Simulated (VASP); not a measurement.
F, 4 atoms in the cell. It takes space group C2/c (No. 15, monoclinic). Conventional cell: a = 6.031 Å, b = 3.577 Å, c = 6.788 Å, α = 90.00°, β = 96.65°, γ = 90.00°. F (site symmetry 1) has 1 F at 1.40 Å within 1.9 Å. 

* Program: VASP 6.6.1
* Task: single point
* Functional: PBEsol
* Potentials or basis: VASP PAW PBE potentials, release 64 (F)
* Cutoff: 520 eV
* k mesh: 8 × 8 × 4
* Occupations: gaussian, width 0.02 eV
* Spin: no spin polarisation
* Dipole correction: no
* Further INCAR settings: ALGO = Normal; EDIFF = 1e-07; NBANDS = 22

Potentials or basis: VASP PAW PBE potentials, release 64 (F).

The run is started by

```bash
$ cat potpaw_PBE.64/F/POTCAR > POTCAR
$ mpirun -np 1 vasp_std > vasp.out
```

Hardware: 1 thread of Oxide Virtual Turin-like Processor, with other jobs on the host.

Q: How long does it take, and how much memory?

A: Wall time 2.8 min on 1 thread of Oxide Virtual Turin-like Processor, on a shared host, peak memory 0.19 GiB. Counts: scf iterations 14, k points 78.
